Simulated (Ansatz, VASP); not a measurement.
# Two plane-wave programs on SrTiO3

Contents of INCAR:

```
ALGO = Normal
EDIFF = 1E-8
ENCUT = 520
GGA = PS
ISIF = 2
ISMEAR = -1
LASPH = True
LCHARG = False
LEFG = True
LREAL = False
LWAVE = False
NBANDS = 28
NELM = 100
PREC = Accurate
SIGMA = 0.05
```

Contents of KPOINTS:

```
k-points
0
Gamma
  7 7 7
```

POSCAR

```
SrTiO3
1.0
    3.9050000000      0.0000000000      0.0000000000
    0.0000000000      3.9050000000      0.0000000000
    0.0000000000      0.0000000000      3.9050000000
Sr Ti O
1 1 3
Direct
    0.0000000000      0.0000000000      0.0000000000
    0.5000000000      0.5000000000      0.5000000000
    0.0000000000      0.5000000000      0.5000000000
    0.5000000000      0.0000000000      0.5000000000
    0.5000000000      0.5000000000      0.0000000000
```

Input for Ansatz:

```yaml
crystal:
  lattice:
    - [3.905, 0.0, 0.0]
    - [0.0, 3.905, 0.0]
    - [0.0, 0.0, 3.905]
  atoms:
    - { symbol: Sr, position: [0.0, 0.0, 0.0] }
    - { symbol: Ti, position: [0.5, 0.5, 0.5] }
    - { symbol: O, position: [0.0, 0.5, 0.5] }
    - { symbol: O, position: [0.5, 0.0, 0.5] }
    - { symbol: O, position: [0.5, 0.5, 0.0] }
kpoints:
  mp_grid: { grid: [7, 7, 7] }
  band_path:
    path:
      - [0.0, 0.0, 0.0]
      - [0.0, 0.5, 0.0]
      - [0.5, 0.5, 0.0]
      - [0.0, 0.0, 0.0]
      - [0.5, 0.5, 0.5]
      - [0.0, 0.5, 0.0]
      - [0.5, 0.5, 0.5]
      - [0.5, 0.5, 0.0]
    npoints: 14
scf:
  occupations: { method: fermi_dirac, width: 0.05 }
hamiltonian:
  xc: pbesol
  pseudopotentials: { kind: paw }
output:
  forces: true
  stress: true
  eigenvalues: true
  efg: { contact_densities: true }
  populations: true
  bader: true
  dos: { projected: true, de: 0.2, e_range: [-14, 8] }
  write_density: true
  write_potential: true
  elf: true
  volumetric_format: npy
```

Alike in both runs: task electric field gradients; functional PBEsol; k mesh 7 × 7 × 7; occupations fermi-dirac, width 0.05 eV; no spin polarisation.

|  | VASP | Ansatz |
| --- | --- | --- |
| version | VASP 6.6.1 | Ansatz 0.2.0 |
| potentials or method | VASP PAW PBE potentials, release 64 (Sr_sv, Ti_sv, O) | PAW with Ansatz's default frozen-core files, scalar-relativistic |
| plane-wave cutoff (eV) | 520 | 420 |
| valence electrons in the cell | 40 | 40 |

Ansatz gave:

- gap on the k mesh at the Fermi level (eV): 1.90
- pressure (GPa): -1.9
- size of Vzz on the site where it differs most (V/Å²): 11.0

Q: Estimate VASP's values.

A: gap on the k mesh at the Fermi level (eV): 1.87; pressure (GPa): -1.3; size of Vzz on the site where it differs most (V/Å²): 9.4.

VASP's potentials were made for PBE, not for PBEsol.
